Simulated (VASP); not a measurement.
GaN: single point with PBE-based global hybrid with 50 % exact exchange

Crystal: GaN.

```
Ga N
1.0
     0.00000    2.10852    2.10852
     2.10852    0.00000    2.10852
     2.10852    2.10852    0.00000
Ga N
1 1
Direct
  0.50000 0.50000 0.50000
  0.00000 0.00000 0.00000
```

```
Program                            : VASP 6.6.1
Task                               : single point
Functional                         : PBE-based global hybrid with 50 % exact exchange
Potentials or basis                : VASP PAW PBE potentials, release 64 (Ga_d, N)
Cutoff                             : 520 eV
k mesh                             : 6 × 6 × 6
Occupations                        : gaussian, width 0.01 eV
Spin                               : no spin polarisation
Dipole correction                  : no
Grid for exact exchange (PRECFOCK) : Normal
Share of exact exchange            : 0.5
Further INCAR settings             : ALGO = Normal; EDIFF = 1e-07; NBANDS = 16
```

```json
{
  "Pressure": "-9.6 GPa",
  "Band gap on the k mesh": "4.80 eV (least direct gap 7.13 eV)"
}
```

Levels at points of the mesh, in eV from the valence-band top:
```
           k point  band 6  band 7  band 8  band 9  band 10  band 11  band 12  band 13
(0.00, 0.00, 0.00)  -18.56   -0.55   -0.55   -0.55     6.58    19.23    19.23    19.23
(0.50, 0.00, 0.00)  -17.17   -9.66   -0.26   -0.26     8.83    13.77    13.77    15.37
(0.50, 0.50, 0.00)  -14.22   -8.40   -3.55   -3.55     4.80    11.67    17.73    20.54
```

Wall time 31 min on 1 thread of AMD EPYC 7R13 Processor (Zen 3) (shared host), peak memory 0.12 GiB.

Caveat: the k points lie up to 0.43 Å⁻¹ apart; the PAW data sets were made with another functional, which shifts forces and pressure a little. A k mesh can miss the band edges.
